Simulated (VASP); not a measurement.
Set up this calculation in VASP 6.6.1, as the native input.

```yaml
Task: relaxation of cell and atoms
Functional: PBE
Potentials_or_basis: VASP PAW PBE potentials, release 64 (Sc_sv, Sb, Se)
Cutoff: 600 eV
k_mesh: 6 × 6 × 4
Occupations: gaussian, width 0.1 eV
Spin: no spin polarisation
Dipole_correction: no
Further_INCAR_settings: ALGO = Fast; EDIFF = 1e-07; IBRION = 2; EDIFFG = -0.04; NSW = 90; ISIF = 3
```

The structure of ScSbSe3 lies in POSCAR:

```
ScSbSe3
1.0
    5.6612413601      0.0000000000      0.0000000000
   -2.8306206801      4.9027788348      0.0000000000
    0.0000000000      0.0000000000      5.7055117390
Sc Sb Se
1 1 3
Direct
    0.0000000000      0.0000000000      0.5000000000
    0.0000000000      0.0000000000      0.0000000000
    0.5000000000      0.0000000000      0.5000000000
    0.0000000000      0.5000000000      0.5000000000
    0.5000000000      0.5000000000      0.5000000000
```

The cell was generated, and may not be a known phase.

The input as run:

INCAR

```
SYSTEM = ScSbSe3
PREC = Accurate
ENCUT = 600
EDIFF = 1E-7
ISMEAR = 0
SIGMA = 0.1
LREAL = .FALSE.
LASPH = .TRUE.
NELM = 60
ALGO = Fast
ISIF = 3
LWAVE = .FALSE.
LCHARG = .FALSE.
GGA = PE
IBRION = 2
NSW = 90
EDIFFG = -0.04
```

KPOINTS

```
regular mesh
0
G
  6 6 4
  0 0 0
```

Potentials or basis: VASP PAW PBE potentials, release 64 (Sc_sv, Sb, Se).

Launch:

```sh
$ cat potpaw_PBE.64/Sc_sv/POTCAR potpaw_PBE.64/Sb/POTCAR potpaw_PBE.64/Se/POTCAR > POTCAR
$ mpirun -np 1 vasp_std > vasp.out
```

Results of the run:

- Relaxed volume: 31.39 Å³/atom
- Relaxed cell: a = 5.638 Å, b = 5.638 Å, c = 5.702 Å, α = 90.00°, β = 90.00°, γ = 120.00°
- Space group after relaxing (to 0.1 Å): P6/mmm (No. 191)
- Energy gained by relaxing: 0.3 meV/atom
- Ionic steps: 2
- Pressure after relaxing: 0.1 GPa
- Band gap on the k mesh: zero (bands 17 and 18 overlap by 0.64 eV)

Caveat: spin-orbit coupling is left out, which moves the levels of the heavy elements.

It took 6.5 min on 1 thread of Oxide Virtual Turin-like Processor, on a shared host, peak memory 0.36 GiB.
